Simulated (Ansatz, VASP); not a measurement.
**SnTe: VASP beside Ansatz**

File INCAR:

```
PREC = Accurate
ENCUT = 520
EDIFF = 1E-8
ISMEAR = -1
SIGMA = 0.08
LREAL = F
LASPH = T
NELM = 80
ALGO = Normal
ISIF = 2
LWAVE = F
LCHARG = F
LEFG = T
NBANDS = 17
```

File KPOINTS:

```
Automatic mesh
0
Gamma
  11 11 11
```

The input POSCAR:

```
SnTe
1.0
    0.0000000000      3.1565000000      3.2196300000
    3.1565000000      0.0000000000      3.2196300000
    3.1565000000      3.1565000000      0.0000000000
Sn Te
1 1
Direct
    0.0000000000      0.0000000000      0.0000000000
    0.5000000000      0.5000000000      0.5000000000
```

Input for Ansatz:

```yaml
crystal:
  lattice:
    - [0.0, 3.1565, 3.21963]
    - [3.1565, 0.0, 3.21963]
    - [3.1565, 3.1565, 0.0]
  atoms:
    - { symbol: Sn, position: [0.0, 0.0, 0.0] }
    - { symbol: Te, position: [0.5, 0.5, 0.5] }
kpoints:
  mp_grid: { grid: [11, 11, 11] }
scf:
  occupations: { method: fermi_dirac, width: 0.08 }
hamiltonian:
  xc: lda
  pseudopotentials: { kind: all_electron, datasets: crystal }
output:
  forces: true
  stress: true
  eigenvalues: true
  efg: { contact_densities: true }
```

Change from the starting cell: zz strain of +2 %, crystal datasets.

Alike in both runs: task electric field gradients; functional LDA; k mesh 11 × 11 × 11; occupations fermi-dirac, width 0.08 eV; no spin polarisation.

```csv
,VASP,Ansatz
version,VASP 6.6.1,Ansatz 0.2.0
potentials or method,"VASP PAW LDA potentials, release 64 (Sn_d, Te), cutoff 520 eV","all-electron PAW with datasets made for the crystal, scalar-relativistic"
```

Ansatz gave:

* pressure (GPa): -2.5
* traceless stress, the component that is largest in VASP (GPa): -1.43
* size of Vzz on the site where it differs most (V/Å²): 5.9

**Question.** What did VASP give for the same quantities?

**Answer.** Pressure (GPa): -2.4; traceless stress, the component that is largest in VASP (GPa): -1.44; size of Vzz on the site where it differs most (V/Å²): 6.8.

LDA's correlation is that of Perdew and Zunger in VASP and of Perdew and Wang (1992) in Ansatz. Ansatz ran all-electron here, and VASP with PAW potentials.

Spin-orbit coupling is off throughout.
